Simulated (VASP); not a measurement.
A run of VASP 6.6.1:

Contents of INCAR:

```
PREC = Accurate ; ENCUT = 520
EDIFF = 1E-6 ; ISMEAR = -1
SIGMA = 0.02 ; LREAL = F
LASPH = T ; NELM = 60
ALGO = Normal ; ISIF = 2
LWAVE = F ; LCHARG = F
GGA = PS ; NBANDS = 14
```

The input KPOINTS:

```
regular mesh
0
Gamma
  8 8 8
```

The input POSCAR:

```
NaF
1.0
    2.8169868063      0.0000000000      0.0000000000
    0.0000000000      2.8169868063      0.0000000000
    0.0000000000      0.0000000000      2.8169868063
Na F
1 1
Direct
    0.0000000000      0.0000000000      0.0000000000
    0.5000000000      0.5000000000      0.5000000000
```

Potentials or basis: VASP PAW PBE potentials, release 64 (Na_pv, F).

Command:

```console
$ cat potpaw_PBE.64/Na_pv/POTCAR potpaw_PBE.64/F/POTCAR > POTCAR
$ mpirun -np 1 vasp_std > vasp.out
```

Hardware: 1 thread of Intel Xeon 8259CL, on a shared host.

Problem. How long does it take, and how much memory?

Solution. Run time: 9.6 s on 1 thread of Intel Xeon 8259CL, with other jobs on the host, peak memory 0.13 GiB. Counts: scf iterations 12, k points 35.
